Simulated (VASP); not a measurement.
# Zn7O (P-62m) in VASP: single point with PBE

Aim: the single point of Zn7O with PBE.

All numbers are computed with VASP 6.6.1; they aren't measurements. Logs are shortened: lines on timing, memory, paths and dates and some standing lists are left out, and cuts for length are marked.

## Step 1: The cell of the first run

The structure is hexagonal, space group P-62m (No. 189). The conventional cell has a = 4.554 Å, b = 4.554 Å, c = 7.491 Å, α = 90.00°, β = 90.00°, γ = 120.00°. Zn (site symmetry m) has 1 O at 2.21 Å and 7 Zn at 2.60 to 2.69 Å within 2.9 Å. Zn (site symmetry -62m) has 6 Zn at 2.67 Å within 3.5 Å. Within 2.9 Å of O (site symmetry -62m) lie 6 Zn at 2.21 Å.

The cell was generated, and may not be a known phase.

## Step 2: Single point, PBE

File INCAR:

```
PREC     = Accurate       # precision mode
ENCUT    = 520            # plane-wave cutoff, eV
EDIFF    = 1E-6           # SCF threshold, eV
ISMEAR   = 0              # smearing method
SIGMA    = 0.1            # smearing width, eV
LREAL    = False          # projectors in reciprocal space
LASPH    = True           # aspherical terms in the spheres
NELM     = 100            # most SCF steps
ALGO     = Fast           # electronic algorithm
ISIF     = 2              # what is computed and relaxed
LWAVE    = False          # write WAVECAR
LCHARG   = True           # write CHGCAR
GGA      = PE             # functional
LELF     = True           # ELF
LVHAR    = True         
NBANDS   = 55             # bands
```

File KPOINTS:

```
Automatic mesh
0
Gamma
  12 12 4
```

File POSCAR:

```
Zn7O
1.0
    4.5539877962      0.0000000000      0.0000000000
   -2.2769938981      3.9438691200      0.0000000000
    0.0000000000      0.0000000000      7.4912498970
Zn O
7 1
Direct
    0.6584087161      0.0000000000      0.2096094741
    0.0000000000      0.6584087161      0.2096094741
    0.3415912839      0.3415912839      0.2096094741
    0.6584087161      0.0000000000      0.7903905259
    0.0000000000      0.6584087161      0.7903905259
    0.3415912839      0.3415912839      0.7903905259
    0.0000000000      0.0000000000      0.5000000000
    0.0000000000      0.0000000000      0.0000000000
```

Potentials or basis: VASP PAW PBE potentials, release 64 (Zn, O).

On the command line:

```bash
cat potpaw_PBE.64/Zn/POTCAR potpaw_PBE.64/O/POTCAR > POTCAR
mpirun -np 1 vasp_std > vasp.out
```

OUTCAR:

```text
PREC = Accurate
   ENCUT = 520
   EDIFF = 1E-6
   ISMEAR = 0
   LREAL = False
   LASPH = True
   NELM = 100
   ISIF = 2
   GGA = PE

 ion  position               nearest neighbor table
   1  0.658  0.000  0.210-   8 2.21   2 2.60   3 2.60   3 2.60   2 2.60   7 2.67   2 2.69   3 2.69

   2  0.000  0.658  0.210-   8 2.21   1 2.60   1 2.60   3 2.60   3 2.60   7 2.67   3 2.69   1 2.69

   3  0.342  0.342  0.210-   8 2.21   1 2.60   1 2.60   2 2.60   2 2.60   7 2.67   2 2.69   1 2.69

   4  0.658  0.000  0.790-   8 2.21   5 2.60   6 2.60   6 2.60   5 2.60   7 2.67   5 2.69   6 2.69

   5  0.000  0.658  0.790-   8 2.21   4 2.60   4 2.60   6 2.60   6 2.60   7 2.67   6 2.69   4 2.69

   6  0.342  0.342  0.790-   8 2.21   4 2.60   4 2.60   5 2.60   5 2.60   7 2.67   5 2.69   4 2.69

   7  0.000  0.000  0.500-   2 2.67   3 2.67   5 2.67   6 2.67   1 2.67   4 2.67
   8  0.000  0.000  0.000-   2 2.21   3 2.21   5 2.21   6 2.21   1 2.21   4 2.21

  LATTYP: Found a hexagonal cell.
 ALAT       =     4.5539877962
 C/A-ratio  =     1.6449868186

  Lattice vectors:

 A1 = (   4.5539877962,   0.0000000000,   0.0000000000)
 A2 = (  -2.2769938981,   3.9438691200,   0.0000000000)
 A3 = (   0.0000000000,   0.0000000000,   7.4912498970)

Analysis of symmetry for initial positions (statically):
=====================================================================
 Subroutine PRICEL returns:
 Original cell was already a primitive cell.

 Routine SETGRP: Setting up the symmetry group for a
 hexagonal supercell.

 Subroutine GETGRP returns: Found 12 space group operations
 (whereof 12 operations were pure point group operations)
 out of a pool of 24 trial point group operations.

The static configuration has the point symmetry D_3h.

Analysis of symmetry for dynamics (positions and initial velocities):
=====================================================================
 Subroutine PRICEL returns:
 Original cell was already a primitive cell.

 Routine SETGRP: Setting up the symmetry group for a
 hexagonal supercell.

 Subroutine GETGRP returns: Found 12 space group operations
 (whereof 12 operations were pure point group operations)
 out of a pool of 24 trial point group operations.

The dynamic configuration has the point symmetry D_3h.

 Subroutine INISYM returns: Found 12 space group operations
 (whereof 12 operations are pure point group operations),
 and found     1 'primitive' translations

----------------------------------------------------------------------------------------

                                     Primitive cell

  volume of cell :     134.5453

  direct lattice vectors                    reciprocal lattice vectors
     4.553987796  0.000000000  0.000000000     0.219587765  0.126779055  0.000000000
    -2.276993898  3.943869120  0.000000000     0.000000000  0.253558110  0.000000000
     0.000000000  0.000000000  7.491249897     0.000000000  0.000000000  0.133489072

  length of vectors
     4.553987796  4.553987796  7.491249897     0.253558110  0.253558110  0.133489072

  position of ions in fractional coordinates (direct lattice)
     0.658408716  0.000000000  0.209609474
     0.000000000  0.658408716  0.209609474
     0.341591284  0.341591284  0.209609474
     0.658408716  0.000000000  0.790390526
     0.000000000  0.658408716  0.790390526
     0.341591284  0.341591284  0.790390526
     0.000000000  0.000000000  0.500000000
     0.000000000  0.000000000  0.000000000

  ion indices of the primitive-cell ions
   primitive index   ion index
                 1           1
                 2           2
                 3           3
                 4           4
                 5           5
                 6           6
                 7           7
                 8           8

----------------------------------------------------------------------------------------

 KPOINTS: Automatic mesh

Automatic generation of k-mesh.
 Grid dimensions read from file:
 generate k-points for:   12   12    4

 Generating k-lattice:

  Cartesian coordinates                     Fractional coordinates (reciprocal lattice)
     0.018298980  0.010564921  0.000000000     0.083333333  0.000000000  0.000000000
     0.000000000  0.021129842  0.000000000     0.000000000  0.083333333  0.000000000
     0.000000000  0.000000000  0.033372268     0.000000000  0.000000000  0.250000000

  Length of vectors
     0.021129842  0.021129842  0.033372268

  Shift w.r.t. Gamma in fractional coordinates (k-lattice)
     0.000000000  0.000000000  0.000000000

 Subroutine IBZKPT returns following result:
 ===========================================

 Found     57 irreducible k-points:

 Following reciprocal coordinates:
            Coordinates               Weight
  0.000000  0.000000  0.000000      1.000000
  0.083333  0.000000  0.000000      6.000000
  0.166667 -0.000000  0.000000      6.000000
  0.250000  0.000000  0.000000      6.000000
  0.333333  0.000000  0.000000      6.000000
  0.416667  0.000000  0.000000      6.000000
[... 16 lines left out ...]
  0.250000  0.000000  0.250000     12.000000
  0.333333  0.000000  0.250000     12.000000
 [... further k-points ...]
   k-points           NKPTS =     57   k-points in BZ     NKDIM =     57   number of bands    NBANDS=     55
   number of dos      NEDOS =    301   number of ions     NIONS =      8
   total plane-waves  NPLWV =  72576
   dimension x,y,z NGX =    36 NGY =   36 NGZ =   56
   dimension x,y,z NGXF=    72 NGYF=   72 NGZF=  112
   ions per type =               7   1
   NGX,Y,Z   is equivalent  to a cutoff of  13.14, 13.14, 12.43 a.u.
   NGXF,Y,Z  is equivalent  to a cutoff of  26.28, 26.28, 24.86 a.u.
 SYSTEM =  unknown system
   PREC   = accura    normal or accurate (medium, high low for compatibility)
   ISTART =      0    job   : 0-new  1-cont  2-samecut
   ICHARG =      2    charge: 1-file 2-atom 10-const
   ISPIN  =      1    spin polarized calculation?
   LNONCOLLINEAR =      F non collinear calculations
   LSORBIT =      F    spin-orbit coupling
   LASPH  =      T    aspherical Exc in radial PAW
   ENCUT  =  520.0 eV  38.22 Ry    6.18 a.u.   8.47  8.47 13.93*2*pi/ulx,y,z
   NELM   =    100;   NELMIN=  2; NELMDL= -5     # of ELM steps
   EDIFF  = 0.1E-05   stopping-criterion for ELM
   LREAL  =      F    real-space projection
   EDIFFG = 0.1E-04   stopping-criterion for IOM
   NSW    =      0    number of steps for IOM
   IBRION =     -1    ionic relax: 0-MD 1-quasi-New 2-CG
   NFREE  =      0    steps in history (QN), initial steepest desc. (CG)
   ISIF   =      2    stress and relaxation
   ISYM   =      2    0-nonsym 1-usesym 2-fastsym
   POTIM  = 0.5000    time-step for ionic-motion
   TEBEG  =    0.0;   TEEND  =   0.0 temperature during run
   PSTRESS=    0.0 pullay stress
   NELECT =      90.0000    total number of electrons
   NUPDOWN=      -1.0000    fix difference up-down
   EMIN   =  10.00;   EMAX   =-10.00  energy-range for DOS
   EFERMI =   0.00;   METHOD = LEGACY
   ISMEAR =     0;   SIGMA  =   0.10  broadening in eV -4-tet -1-fermi 0-gaus
   EFERMI_NEDOS =   21; number of points for ismear=-14 and -15
   IALGO  =     68    algorithm
   IMIX   =      4    mixing-type and parameters
     AMIX     =   0.40;   BMIX     =  1.00
     AMIX_MAG =   1.60;   BMIX_MAG =  1.00
  volume/ion in A,a.u.               =      16.82       113.49
  Fermi-wavevector in a.u.,A,eV,Ry     =   1.431746  2.705609 27.890555  2.049898
  Thomas-Fermi vector in A             =   2.551449
   LORBIT       =      0    0 simple, 1 ext, 2 COOP (PROOUT), +10 PAW based schemes
   GGA     = PE    functional components
   LHFCALC =     F    Hartree Fock is set to
   AEXX    =    0.0000 exact exchange contribution
   IVDW    =     0    specifies the selected vdW correction
   LEPSILON=     F    determine dielectric tensor
   LRPA    =     F    only Hartree local field effects (RPA)
 non-spin polarized calculation
 RMM-DIIS sequential band-by-band and
 Gauss-broadening in eV      SIGMA  =   0.10
  energy-cutoff  :      520.00
  volume of cell :      134.55
 maximum number of plane-waves:      3669
 NGX is ok and might be reduce to    36
   NGX = 17   NGY = 17   NGZ = 27

 number of electron      89.9999952 magnetization

 Free energy of the ion-electron system (eV)
  ---------------------------------------------------
  ext. energy  EPLUGINS =         0.00000000
  ---------------------------------------------------
  free energy    TOTEN  =       -13.52489164 eV

  energy without entropy =      -13.51581765  energy(sigma->0) =      -13.52035465

 E-fermi :   1.9871     XC(G=0): -10.4758

 val. band max:        1.9422951486   @ k =   0.2500   0.0000   0.0000
 cond. band min:       2.0081044371   @ k =   0.3333   0.0833   0.2500
 fundamental gap:      0.0658092885
 Fermi energy:         1.9871469004

 k-point     1 :       0.0000    0.0000    0.0000
  band No.  band energies     occupation
      1     -16.7334      2.00000
      2      -7.0515      2.00000
      3      -6.9208      2.00000
      4      -5.8602      2.00000
      5      -5.7763      2.00000
      6      -5.7413      2.00000
[... 47 lines left out ...]
     54       5.8158      0.00000
     55       5.8158      0.00000

 k-point     2 :       0.0833    0.0000    0.0000
  band No.  band energies     occupation
      1     -16.7305      2.00000
      2      -7.0018      2.00000
      3      -6.8774      2.00000
      4      -5.8914      2.00000
      5      -5.8244      2.00000
      6      -5.7575      2.00000
[... 47 lines left out ...]
     54       6.2998      0.00000
     55       6.8184      0.00000

 k-point     3 :       0.1667   -0.0000    0.0000
  band No.  band energies     occupation
      1     -16.7228      2.00000
      2      -6.8613      2.00000
      3      -6.7532      2.00000
      4      -5.9444      2.00000
      5      -5.8992      2.00000
      6      -5.7989      2.00000
[... 1152 lines left out ...]
 k-point    23 :       0.2500    0.0000    0.2500
  band No.  band energies     occupation
      1     -16.7122      2.00000
      2      -6.7982      2.00000
      3      -6.4053      2.00000
      4      -6.0130      2.00000
      5      -5.9815      2.00000
      6      -5.8578      2.00000
[... 47 lines left out ...]
     54       7.9966      0.00000
     55       8.4359      0.00000

 k-point    24 :       0.3333    0.0000    0.2500
  band No.  band energies     occupation
      1     -16.7018      2.00000
      2      -6.5795      2.00000
      3      -6.2288      2.00000
      4      -6.1119      2.00000
      5      -6.0298      2.00000
      6      -5.8640      2.00000
[... 47 lines left out ...]
     54       8.9062      0.00000
     55       9.0618      0.00000

 [... further k-points ...]
[... 5 lines left out ...]
  --------------------------------------------------------------------------------------
  -------------------------------------------------------------------------------------
  Total        0.3394160      0.3394160      0.2320661      0.0000000     -0.0000000      0.0000000
  in kB        4.0417947      4.0417947      2.7634629      0.0000000     -0.0000000      0.0000000
  external PRESSURE =       3.6156841 kB  Pullay stress =       0.0000000 kB

 VOLUME and BASIS-vectors are now :
 -----------------------------------------------------------------------------
  energy-cutoff  :      520.00
  volume of cell :      134.55
      direct lattice vectors                 reciprocal lattice vectors
     4.553987796  0.000000000  0.000000000     0.219587765  0.126779055  0.000000000
    -2.276993898  3.943869120  0.000000000     0.000000000  0.253558110  0.000000000
     0.000000000  0.000000000  7.491249897     0.000000000  0.000000000  0.133489072

 POSITION                                       TOTAL-FORCE (eV/Angst)
 -----------------------------------------------------------------------------------
      2.99839      0.00000      1.57024        -0.013180     -0.000000      0.007040
     -1.49919      2.59668      1.57024         0.006590     -0.011414      0.007040
      0.77780      1.34719      1.57024         0.006590      0.011414      0.007040
      2.99839      0.00000      5.92101        -0.013180      0.000000     -0.007040
     -1.49919      2.59668      5.92101         0.006590     -0.011414     -0.007040
      0.77780      1.34719      5.92101         0.006590      0.011414     -0.007040
      0.00000      0.00000      3.74562         0.000000     -0.000000      0.000000
      0.00000      0.00000      0.00000         0.000000     -0.000000      0.000000
 -----------------------------------------------------------------------------------
    total drift:                                0.000006      0.000010     -0.000000

  FREE ENERGIE OF THE ION-ELECTRON SYSTEM (eV)
  ---------------------------------------------------
  free  energy   TOTEN  =       -13.5248916449 eV

  energy  without entropy=      -13.5158176494  energy(sigma->0) =      -13.52035465
```

Wall time 7.7 min (1 thread of Oxide Virtual Turin-like, shared host); peak memory 0.41 GiB.

Results:

```yaml
Free_energy: -13.5249 eV
Pressure: 0.4 GPa
Largest_force: 0.015 eV/Å
Band_gap_on_the_k_mesh: zero (bands 45 and 46 overlap by 2.41 eV)
```

Forces in eV/Å, atoms in the order of the input:
```
Zn  -0.013  0.000  0.007
Zn   0.007 -0.011  0.007
Zn   0.007  0.011  0.007
Zn  -0.013  0.000 -0.007
Zn   0.007 -0.011 -0.007
Zn   0.007  0.011 -0.007
Zn   0.000  0.000  0.000
O    0.000  0.000  0.000
```

The gap in the log of VASP goes by the Fermi energy; the results here count the filled bands.